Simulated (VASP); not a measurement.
Here is a VASP 6.6.1 calculation.

INCAR

```
PREC = Accurate
ENCUT = 520
EDIFF = 1E-6
ISMEAR = 0
SIGMA = 0.1
LREAL = F
LASPH = T
NELM = 60
ALGO = Fast
ISIF = 2
LWAVE = F
LCHARG = F
GGA = PE
IVDW = 12
NBANDS = 13
```

KPOINTS

```
regular mesh
0
Gamma
  18 18 18
```

File POSCAR:

```
Mo
1.0
   -1.5651084215      1.5651084215      1.5651084215
    1.5651084215     -1.5651084215      1.5651084215
    1.5651084215      1.5651084215     -1.5651084215
Mo
1
Direct
    0.0000000000      0.0000000000      0.0000000000
```

Potentials or basis: VASP PAW PBE potentials, release 64 (Mo_sv).

Command:

```sh
$ cat potpaw_PBE.64/Mo_sv/POTCAR > POTCAR
$ mpirun -np 1 vasp_std > vasp.out
```

(1) Estimate the pressure.

(2) Predict the dispersion energy per atom.

(3) What does it give for the band gap on the k mesh?

Results:

(1) 0.6 GPa.

(2) -0.728 eV.

(3) zero (band 7 reaches 16.99 eV, above the bottom of band 8 at 11.50 eV).

Caveat: pairwise dispersion overbinds metals, which lowers pressure and volume.
